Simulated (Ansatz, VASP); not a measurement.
# One calculation of Cd3Te2Se, two programs

```xyz
6
Lattice="4.3062 0.0000 0.0000 -2.1531 3.7293 0.0000 0.0000 0.0000 10.5479" Properties=species:S:1:pos:R:3 pbc="T T T"
Cd    0.0000    0.0000    0.0000
Cd    0.0000    2.4862    7.0320
Cd    2.1531    1.2431    3.5160
Te    0.0000    2.4862    9.6689
Te    0.0000    0.0000    2.6370
Se    2.1531    1.2431    6.1530
```

Alike in both runs: task relaxation of cell and atoms; functional PBE; k mesh 6 × 6 × 2; occupations gaussian, width 0.1 eV; no spin polarisation.

```csv
,VASP,Ansatz
version,VASP 6.6.1,Ansatz 0.2.0
potentials or method,"VASP PAW PBE potentials, release 64 (Cd, Te, Se), cutoff 600 eV","scalar-relativistic, plane waves, PAW"
valence electrons in the cell,54,108
```

|  | VASP | Ansatz | Ansatz less VASP |
| --- | --- | --- | --- |
| gap on the k mesh at the Fermi level, each at its own relaxed structure (eV) | 0.25 | 0.25 | +0.008 |
| relaxed volume (Å³/atom) | 34.09 | 33.99 | -0.097 |
| relaxed length of the cell vector where the two differ most in proportion (Å) | 4.589 | 4.583 | -0.0058 |

VASP's potentials hold 54 valence electrons a cell and Ansatz's 108, so a difference there can come from the potentials and not from the codes.

Neither program's run includes spin-orbit coupling. Noted on VASP's run: the volume moved by over 15 % at a fixed basis, so the end points are rough.
